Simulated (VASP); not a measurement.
# Sn3GeO4 (P1) in VASP: single point with PBE

Aim: the single point of Sn3GeO4 with PBE.

Everything below comes from runs of VASP 6.6.1. Logs are shortened: lines on timing, memory, paths and dates and some standing lists are left out, and cuts for length are marked.

## (1) The cell of the first run

The typed cell holds 8 atoms: a = 5.181 Å, b = 5.550 Å, c = 5.733 Å, α = 92.10°, β = 90.26°, γ = 90.82°.

## (2) Single point, PBE

File INCAR:

```
  ALGO = Normal
  EDIFF = 1E-6
  ENCUT = 520
  GGA = PE
  ISIF = 2
  ISMEAR = 0
  LASPH = True
  LCHARG = False
  LREAL = False
  LWAVE = False
  NBANDS = 50
  NELM = 100
  PREC = Accurate
  SIGMA = 0.1
```

File KPOINTS:

```
k-points
0
Gamma
  4 4 4
```

File POSCAR:

```
Sn3GeO4
1.0
    5.1806503738      0.0000000000      0.0000000000
   -0.0795963631      5.5491224856      0.0000000000
   -0.0258445022     -0.2105333978      5.7294760087
Sn Ge O
3 1 4
Direct
    0.9434022160      0.5450084395      0.2223859201
    0.4486136991      0.9777580836      0.2177328227
    0.4395986554      0.4552197409      0.7718785516
    0.9403363171      0.0411387259      0.7997831370
    0.8061204954      0.3511804961      0.9103327203
    0.3194239498      0.6263046782      0.0957841348
    0.8178079592      0.8792524233      0.0746668685
    0.2846967081      0.1241374122      0.9074328448
```

Potentials or basis: VASP PAW PBE potentials, release 64 (Sn_d, Ge_d, O).

On the command line:

```bash
> cat potpaw_PBE.64/Sn_d/POTCAR potpaw_PBE.64/Ge_d/POTCAR potpaw_PBE.64/O/POTCAR > POTCAR
> mpirun -np 1 vasp_std > vasp.out
```

OUTCAR:

```text
EDIFF = 1E-6
   ENCUT = 520
   GGA = PE
   ISIF = 2
   ISMEAR = 0
   LASPH = True
   LREAL = False
   NELM = 100
   PREC = Accurate

 ion  position               nearest neighbor table
   1  0.943  0.545  0.222-   6 2.13   5 2.17   7 2.17   2 3.53   2 3.54   3 3.68   3 3.68
   2  0.449  0.978  0.218-   6 2.14   7 2.15   8 2.16   1 3.53   1 3.54   3 3.75
   3  0.440  0.455  0.772-   5 2.15   6 2.15   8 2.17   1 3.68   1 3.68   2 3.75
   4  0.940  0.041  0.800-   8 1.93   7 1.95   5 1.95
   5  0.806  0.351  0.910-   4 1.95   3 2.15   1 2.17
   6  0.319  0.626  0.096-   1 2.13   2 2.14   3 2.15
   7  0.818  0.879  0.075-   4 1.95   2 2.15   1 2.17
   8  0.285  0.124  0.907-   4 1.93   2 2.16   3 2.17

  LATTYP: Found a triclinic cell.
 ALAT       =     7.7445986687
 B/A-ratio  =     0.6689372291
 C/A-ratio  =     1.0112716288
 COS(alpha) =     0.0134630116
 COS(beta)  =     0.5317284950
 COS(gamma) =     0.6722743293

  Lattice vectors:

 A1 = (   5.2064948760,   0.2105333978,  -5.7294760087)
 A2 = (   5.1806503738,   0.0000000000,   0.0000000000)
 A3 = (   0.1054408653,  -5.3385890878,  -5.7294760087)

Analysis of symmetry for initial positions (statically):
=====================================================================
 Subroutine PRICEL returns:
 Original cell was already a primitive cell.

 Routine SETGRP: Setting up the symmetry group for a
 triclinic supercell.

 Subroutine GETGRP returns: Found  1 space group operations
 (whereof  1 operations were pure point group operations)
 out of a pool of  2 trial point group operations.

The static configuration has the point symmetry C_1 .

Analysis of symmetry for dynamics (positions and initial velocities):
=====================================================================
 Subroutine PRICEL returns:
 Original cell was already a primitive cell.

 Routine SETGRP: Setting up the symmetry group for a
 triclinic supercell.

 Subroutine GETGRP returns: Found  1 space group operations
 (whereof  1 operations were pure point group operations)
 out of a pool of  2 trial point group operations.

The dynamic configuration has the point symmetry C_1 .

 Subroutine INISYM returns: Found  1 space group operations
 (whereof  1 operations are pure point group operations),
[... 108 lines left out ...]
   EDIFF  = 0.1E-05   stopping-criterion for ELM
   LREAL  =      F    real-space projection
   EDIFFG = 0.1E-04   stopping-criterion for IOM
   NSW    =      0    number of steps for IOM
   IBRION =     -1    ionic relax: 0-MD 1-quasi-New 2-CG
   NFREE  =      0    steps in history (QN), initial steepest desc. (CG)
   ISIF   =      2    stress and relaxation
   ISYM   =      2    0-nonsym 1-usesym 2-fastsym
   POTIM  = 0.5000    time-step for ionic-motion
   TEBEG  =    0.0;   TEEND  =   0.0 temperature during run
   PSTRESS=    0.0 pullay stress
   NELECT =      80.0000    total number of electrons
   NUPDOWN=      -1.0000    fix difference up-down
   EMIN   =  10.00;   EMAX   =-10.00  energy-range for DOS
   EFERMI =   0.00;   METHOD = LEGACY
   ISMEAR =     0;   SIGMA  =   0.10  broadening in eV -4-tet -1-fermi 0-gaus
   EFERMI_NEDOS =   21; number of points for ismear=-14 and -15
   IALGO  =     38    algorithm
   IMIX   =      4    mixing-type and parameters
     AMIX     =   0.40;   BMIX     =  1.00
     AMIX_MAG =   1.60;   BMIX_MAG =  1.00
  volume/ion in A,a.u.               =      20.59       138.94
  Fermi-wavevector in a.u.,A,eV,Ry     =   1.286857  2.431807 22.531264  1.656001
  Thomas-Fermi vector in A             =   2.418906
   LORBIT       =      0    0 simple, 1 ext, 2 COOP (PROOUT), +10 PAW based schemes
   GGA     = PE    functional components
   LHFCALC =     F    Hartree Fock is set to
   AEXX    =    0.0000 exact exchange contribution
   IVDW    =     0    specifies the selected vdW correction
   LEPSILON=     F    determine dielectric tensor
   LRPA    =     F    only Hartree local field effects (RPA)
 non-spin polarized calculation
 Gauss-broadening in eV      SIGMA  =   0.10
  energy-cutoff  :      520.00
  volume of cell :      164.71
 maximum number of plane-waves:      4449
 NGX is ok and might be reduce to    40
   NGX = 19   NGY = 21   NGZ = 21

 number of electron      79.9999999 magnetization

 Free energy of the ion-electron system (eV)
  ---------------------------------------------------
  ext. energy  EPLUGINS =         0.00000000
  ---------------------------------------------------
  free energy    TOTEN  =       -45.92203613 eV

  energy without entropy =      -45.92203613  energy(sigma->0) =      -45.92203613

 E-fermi :   4.5956     XC(G=0):  -9.1764

 val. band max:        4.1574382868   @ k =   0.0000   0.0000   0.0000
 cond. band min:       5.8655843745   @ k =   0.2500   0.5000   0.5000
 fundamental gap:      1.7081460877
 Fermi energy:         4.5956024460

 k-point     1 :       0.0000    0.0000    0.0000
  band No.  band energies     occupation
      1     -20.0629      2.00000
      2     -20.0576      2.00000
      3     -19.9432      2.00000
      4     -19.9354      2.00000
      5     -19.8756      2.00000
      6     -17.3433      2.00000
[... 1261 lines left out ...]
     49      10.2306      0.00000
     50      10.5373      0.00000

 [... further k-points ...]

------------------------ aborting loop because EDIFF is reached ----------------------------------------

  FORCE on cell =-STRESS in cart. coord.  units (eV):
  Direction    XX          YY          ZZ          XY          YZ          ZX
  --------------------------------------------------------------------------------------
  -------------------------------------------------------------------------------------
  Total        0.1816146      0.1878374      0.3231995      0.0016617     -0.0181077      0.0015579
  in kB        1.7665980      1.8271289      3.1438204      0.0161637     -0.1761369      0.0151543
  external PRESSURE =       2.2458491 kB  Pullay stress =       0.0000000 kB

 VOLUME and BASIS-vectors are now :
 -----------------------------------------------------------------------------
  energy-cutoff  :      520.00
  volume of cell :      164.71
      direct lattice vectors                 reciprocal lattice vectors
     5.180650374  0.000000000  0.000000000     0.193025958  0.002768756  0.000972441
    -0.079596363  5.549122486  0.000000000     0.000000000  0.180208673  0.006621887
    -0.025844502 -0.210533398  5.729476009     0.000000000  0.000000000  0.174536031

 POSITION                                       TOTAL-FORCE (eV/Angst)
 -----------------------------------------------------------------------------------
      4.83831      2.97750      1.27415        -0.016796     -0.027665      0.072935
      2.24066      5.37986      1.24749        -0.012541      0.034629      0.082473
      2.22122      2.36356      4.42246        -0.010245      0.032811     -0.078116
      4.84761      0.05990      4.58234        -0.012424     -0.022225     -0.061635
      4.12475      1.75709      5.21573         0.014574     -0.006127      0.005103
      1.60250      3.45528      0.54879         0.015838     -0.006901     -0.007122
      4.16486      4.86336      0.42780         0.016302      0.008620     -0.015408
      1.44158      0.49781      5.19911         0.005292     -0.013143      0.001770
 -----------------------------------------------------------------------------------
    total drift:                               -0.000238     -0.000706     -0.000413

  FREE ENERGIE OF THE ION-ELECTRON SYSTEM (eV)
  ---------------------------------------------------
  free  energy   TOTEN  =       -45.9220361286 eV

  energy  without entropy=      -45.9220361286  energy(sigma->0) =      -45.92203613
```

Wall time 4 min (1 thread of Intel Xeon Platinum 8375C at 2.90GHz (Ice Lake), shared host); peak memory 0.42 GiB.

Results:

| Item | Value |
| --- | --- |
| Free energy | -45.9220 eV |
| Pressure | 0.2 GPa |
| Largest force | 0.090 eV/Å |
| Band gap on the k mesh | 1.71 eV (least direct gap 1.75 eV) |

Forces on the atoms (eV/Å):
```
Sn  -0.017 -0.028  0.073
Sn  -0.013  0.035  0.082
Sn  -0.010  0.033 -0.078
Ge  -0.012 -0.022 -0.062
O    0.015 -0.006  0.005
O    0.016 -0.007 -0.007
O    0.016  0.009 -0.015
O    0.005 -0.013  0.002
```

Caveat: spin-orbit coupling is left out, which moves the levels of the heavy elements.
